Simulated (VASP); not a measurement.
## Au: single point with PBE

The system is Au.

```
CELL_PARAMETERS angstrom
-1.63487 1.63487 1.63487
1.63487 -1.63487 1.63487
1.63487 1.63487 -1.63487
ATOMIC_POSITIONS crystal
Au 0.00000 0.00000 0.00000
```

This cell differs from its parent crystal: volume scaled by 0.96.

* Program: VASP 6.6.1
* Task: single point
* Functional: PBE
* Potentials or basis: VASP PAW PBE potentials, release 64 (Au)
* Cutoff: 520 eV
* k mesh: 11 × 11 × 11
* Occupations: fermi-dirac, width 0.05 eV
* Spin: no spin polarisation

```
Pressure : 4.8 GPa
```

Levels at points of the mesh, in eV from the Fermi level:
```tsv
k point	band 1	band 2	band 3	band 4	band 5	band 6	band 7	band 8	band 9	band 10
(0.00, 0.00, 0.00)	-9.46	-4.60	-4.60	-4.60	-2.75	-2.75	16.64	16.64	16.64	24.02
```

Run time: 13 s on 1 thread of Intel Xeon 8259CL, with other jobs on the host, peak memory 0.14 GiB.

Caveat: spin-orbit coupling is left out, which moves the levels of the heavy elements.
